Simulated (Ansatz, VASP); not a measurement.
## One calculation of Al, two programs

INCAR

```
SYSTEM = Al
PREC = Accurate ; ENCUT = 520
EDIFF = 1E-7 ; ISMEAR = 0
SIGMA = 0.15 ; LREAL = .False.
LASPH = .True. ; NELM = 80
ALGO = Fast ; ISIF = 2
LWAVE = .False. ; LCHARG = .False.
GGA = PE ; IVDW = 12
NBANDS = 14
```

Contents of KPOINTS:

```
Automatic mesh
0
Gamma
  18 18 4
  0 0 0
```

The input POSCAR:

```
Al
1.0
    2.8144222650      0.0000000000      0.0000000000
   -1.4072111325      2.4373611785      0.0000000000
    0.0000000000      0.0000000000      9.2410470710
Al
4
Direct
    0.0000000000      0.0000000000      0.0000000000
    0.2471745802      0.4943491605      0.2197004032
    0.0000000000      0.0000000000      0.5000000000
    0.6666666667      0.3333333333      0.7500000000
```

Input for Ansatz:

```yaml
crystal:
  lattice:
    - [2.814422265, 0.0, 0.0]
    - [-1.4072111325, 2.4373611785, 0.0]
    - [0.0, 0.0, 9.241047071]
  atoms:
    - { symbol: Al, position: [0.0, 0.0, 0.0] }
    - { symbol: Al, position: [0.2471745802, 0.4943491605, 0.2197004032] }
    - { symbol: Al, position: [0.0, 0.0, 0.5] }
    - { symbol: Al, position: [0.6666666667, 0.3333333333, 0.75] }
basis:
  ecutwfc: 420
kpoints:
  mp_grid: { grid: [18, 18, 4] }
hamiltonian:
  xc: pbe
  pseudopotentials: { kind: paw, azcp: { folder: soft_1 } }
  dispersion: d3bj
scf:
  occupations: { method: gaussian, width: 0.15 }
output:
  forces: true
  stress: true
  eigenvalues: true
  write_density: true
  write_potential: true
  elf: true
  volumetric_format: npy
```

Alike in both runs: task single point; functional PBE; dispersion D3(BJ); k mesh 18 × 18 × 4; occupations gaussian, width 0.15 eV; no spin polarisation.

```csv
,VASP,Ansatz
version,VASP 6.6.1,Ansatz 0.2.0
potentials or method,"VASP PAW PBE potentials, release 64 (Al), cutoff 520 eV","scalar-relativistic, plane waves, PAW"
valence electrons in the cell,12,12
```

```csv
,VASP,Ansatz,Ansatz less VASP
gap on the k mesh at the Fermi level (eV),none,none,-
pressure (GPa),3.2,3.2,0.00
"traceless stress, the component that is largest in VASP (GPa)",4.00,3.99,-0.005
rms of the force components (eV/Å),0.934,0.933,-0.0004
```

Atom by atom the forces differ by 0.001 eV/Å (rms over components). A gap of «none» marks a metal or a gap that the smearing closes.
